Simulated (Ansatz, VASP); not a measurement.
Two plane-wave programs on Si5F

Contents of INCAR:

```
  PREC = Accurate
  ENCUT = 520
  EDIFF = 1E-7
  ISMEAR = 0
  SIGMA = 0.1
  LREAL = F
  LASPH = T
  NELM = 100
  ALGO = Normal
  ISIF = 2
  LWAVE = F
  LCHARG = T
  GGA = PE
  LELF = T
  LVHAR = T
  NBANDS = 22
```

The input KPOINTS:

```
Automatic mesh
0
Gamma
  6 6 4
```

POSCAR

```
Si5F
1.0
    5.0773131200      0.0000000000      0.0000000000
   -2.5386565600      4.3970821400      0.0000000000
    0.0000000000      0.0000000000      4.8518775800
Si F
5 1
Direct
    0.3333333300      0.6666666700      0.7377878200
    0.3333333300      0.6666666700      0.2622121800
    0.6666666700      0.3333333300      0.2622121800
    0.6666666700      0.3333333300      0.7377878200
    0.0000000000      0.0000000000      0.0000000000
    0.0000000000      0.0000000000      0.5000000000
```

Input for Ansatz:

```yaml
crystal:
  lattice:
    - [5.07731312, 0.0, 0.0]
    - [-2.53865656, 4.39708214, 0.0]
    - [0.0, 0.0, 4.85187758]
  atoms:
    - { symbol: Si, position: [0.33333333, 0.66666667, 0.73778782] }
    - { symbol: Si, position: [0.33333333, 0.66666667, 0.26221218] }
    - { symbol: Si, position: [0.66666667, 0.33333333, 0.26221218] }
    - { symbol: Si, position: [0.66666667, 0.33333333, 0.73778782] }
    - { symbol: Si, position: [0.0, 0.0, 0.0] }
    - { symbol: F, position: [0.0, 0.0, 0.5] }
basis:
  ecutwfc: 420
kpoints:
  mp_grid: { grid: [6, 6, 4] }
hamiltonian:
  xc: pbe
scf:
  occupations: { method: gaussian, width: 0.1 }
  lower_state_search: "off"
output:
  forces: true
  stress: true
  eigenvalues: true
```

Alike in both runs: task single point; functional PBE; k mesh 6 × 6 × 4; occupations gaussian, width 0.1 eV; no spin polarisation.

|  | VASP | Ansatz |
| --- | --- | --- |
| version | VASP 6.6.1 | Ansatz 0.2.0 |
| potentials or method | VASP PAW PBE potentials, release 64 (Si, F), cutoff 520 eV | scalar-relativistic, plane waves, PAW |
| valence electrons in the cell | 27 | 27 |

VASP gave:

```
gap on the k mesh at the Fermi level (eV)                     : none
pressure (GPa)                                                : -8.8
traceless stress, the component that is largest in VASP (GPa) : 6.54
rms of the force components (eV/Å)                            : 0.603
```

What did Ansatz give for the same quantities?

gap on the k mesh at the Fermi level (eV): none; pressure (GPa): -8.8; traceless stress, the component that is largest in VASP (GPa): 6.54; rms of the force components (eV/Å): 0.605.

Atom by atom the forces differ by 0.002 eV/Å (rms over components). A gap of «none» marks a metal or a gap that the smearing closes.
